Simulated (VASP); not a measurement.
Set up this calculation in VASP 6.6.1, as the native input.

```
Task                   : single point
Functional             : r2SCAN
Potentials or basis    : VASP PAW PBE potentials, release 64 (Hf_pv, O)
Cutoff                 : 520 eV
k mesh                 : 6 × 6 × 8
Occupations            : gaussian, width 0.02 eV
Spin                   : no spin polarisation
Dipole correction      : no
Further INCAR settings : ALGO = Normal; EDIFF = 1e-06; NBANDS = 31
```

The system is HfO2.

```
Hf O
1.0
     4.83820    0.00000    0.00000
     0.00000    4.83820    0.00000
     0.00000    0.00000    3.41357
Hf O
2 4
Direct
  0.00000 0.00000 0.00000
  0.50000 0.50000 0.50000
  0.19242 0.80758 0.50000
  0.30758 0.30758 0.00000
  0.69242 0.69242 0.00000
  0.80758 0.19242 0.50000
```

This cell differs from its parent crystal: strain along c alone, the other axes held: +6.0 %, then relaxed in part.

The input as run:

POSCAR

```
HfO2
1.0
    4.8382036358      0.0000000000      0.0000000000
    0.0000000000      4.8382036358      0.0000000000
    0.0000000000      0.0000000000      3.4135687895
Hf O
2 4
Direct
    0.0000000000      0.0000000000      0.0000000000
    0.5000000000      0.5000000000      0.5000000000
    0.1924187581      0.8075812419      0.5000000000
    0.3075812419      0.3075812419      0.0000000000
    0.6924187581      0.6924187581      0.0000000000
    0.8075812419      0.1924187581      0.5000000000
```

INCAR.step1

```
ALGO     = Normal         # electronic algorithm
EDIFF    = 1E-4           # SCF threshold, eV
ENCUT    = 520            # plane-wave cutoff, eV
GGA      = PE             # functional
ISMEAR   = 0              # smearing method
LASPH    = True           # aspherical terms in the spheres
LCHARG   = False          # write CHGCAR
LREAL    = False          # projectors in reciprocal space
LWAVE    = True           # write WAVECAR
NBANDS   = 31             # bands
NELM     = 80             # most SCF steps
PREC     = Accurate       # precision mode
SIGMA    = 0.02           # smearing width, eV
```

INCAR.step2

```
ALGO     = Normal         # electronic algorithm
EDIFF    = 1E-6           # SCF threshold, eV
ENCUT    = 520            # plane-wave cutoff, eV
ISIF     = 2              # what is computed and relaxed
ISMEAR   = 0              # smearing method
ISTART   = 1            
LASPH    = True           # aspherical terms in the spheres
LCHARG   = False          # write CHGCAR
LMIXTAU  = True         
LREAL    = False          # projectors in reciprocal space
LWAVE    = False          # write WAVECAR
METAGGA  = R2SCAN         # meta-GGA
NBANDS   = 31             # bands
NELM     = 80             # most SCF steps
PREC     = Accurate       # precision mode
SIGMA    = 0.02           # smearing width, eV
```

KPOINTS

```
k-points
0
Gamma
  6 6 8
```

Potentials or basis: VASP PAW PBE potentials, release 64 (Hf_pv, O).

The run is started by

```bash
$ cat potpaw_PBE.64/Hf_pv/POTCAR potpaw_PBE.64/O/POTCAR > POTCAR
$ cp INCAR.step1 INCAR
$ mpirun -np 1 vasp_std > vasp.out
$ cp INCAR.step2 INCAR
$ mpirun -np 1 vasp_std > vasp.out
```

Results of the run:

```json
{
 "Pressure": "-16.4 GPa",
 "Largest force": "0.015 eV/Å",
 "Band gap on the k mesh": "4.17 eV"
}
```

Caveat: the cell differs from its parent crystal (strain along c alone, the other axes held: +6.0 %, then relaxed in part); the cell stands under tension; the PAW data sets were made with another functional, which shifts forces and pressure a little; spin-orbit coupling is left out, which moves the levels of the heavy elements.

Run time: 2.7 min on 1 thread of Intel(R) Xeon(R) 6975P-C (Granite Rapids), on a shared host, peak memory 0.25 GiB.
